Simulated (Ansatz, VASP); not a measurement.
# Au in VASP and in Ansatz

```
CELL_PARAMETERS angstrom
0.00000 2.06210 2.06210
2.06210 0.00000 2.06210
2.06210 2.06210 0.00000
ATOMIC_POSITIONS crystal
Au 0.00000 0.00000 0.00000
```

Alike in both runs: functional r2SCAN; k mesh 18 × 18 × 18; occupations gaussian, width 0.1 eV; no spin polarisation.

Ansatz relaxed the structure, and its values are those at the end. VASP's run is a single point on that final structure, the one shown.

|  | VASP | Ansatz |
| --- | --- | --- |
| version | VASP 6.6.1 | Ansatz 0.2.0 |
| potentials or method | VASP PAW PBE potentials, release 64 (Au), cutoff 550 eV | scalar-relativistic, plane waves, PAW |
| valence electrons in the cell | 11 | 19 |

VASP gave:

* gap on the k mesh at the Fermi level (eV): none
* pressure (GPa): 0.3

Problem. What did Ansatz give for the same quantities?

Solution. gap on the k mesh at the Fermi level (eV): none; pressure (GPa): 0.0.

VASP's potentials were made for PBE, not for r2SCAN. A gap of «none» marks a metal or a gap that the smearing closes. The functional is the same, so the differences come from potentials, cutoffs and numerics. VASP's potentials hold 11 valence electrons a cell and Ansatz's 19, so a difference there can come from the potentials and not from the codes.

Neither program's run includes spin-orbit coupling.
